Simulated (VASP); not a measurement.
A run of VASP 6.6.1 is set up as follows.

File INCAR:

```
SYSTEM = H
PREC = Accurate
ENCUT = 520
EDIFF = 1E-7
ISMEAR = 0
SIGMA = 0.05
LREAL = .FALSE.
LASPH = .TRUE.
NELM = 60
ALGO = Normal
ISIF = 2
LWAVE = .FALSE.
LCHARG = .FALSE.
GGA = CA
NBANDS = 6
```

KPOINTS

```
regular mesh
0
G
  10 10 26
  0 0 0
```

Contents of POSCAR:

```
H
1.0
    2.7821206758      0.0000000000      0.0000000000
    0.0000000000      2.7821206758      0.0000000000
    0.0000000000      0.0000000000      0.9559805970
H
1
Direct
    0.0000000000      0.0000000000      0.5000000000
```

Potentials or basis: VASP PAW LDA potentials, release 64 (H).

Command:

```sh
$ cat potpaw_LDA.64/H/POTCAR > POTCAR
$ mpirun -np 1 vasp_std > vasp.out
```

Predict the pressure.

3.6 GPa.

Stress tensor (GPa, compression positive):
```
-0.69  0.00  0.00
 0.00 -0.69  0.00
 0.00  0.00 12.12
```

Caveat: the cell differs from its parent crystal (strain +0.050 along x and y, -0.025 along z).
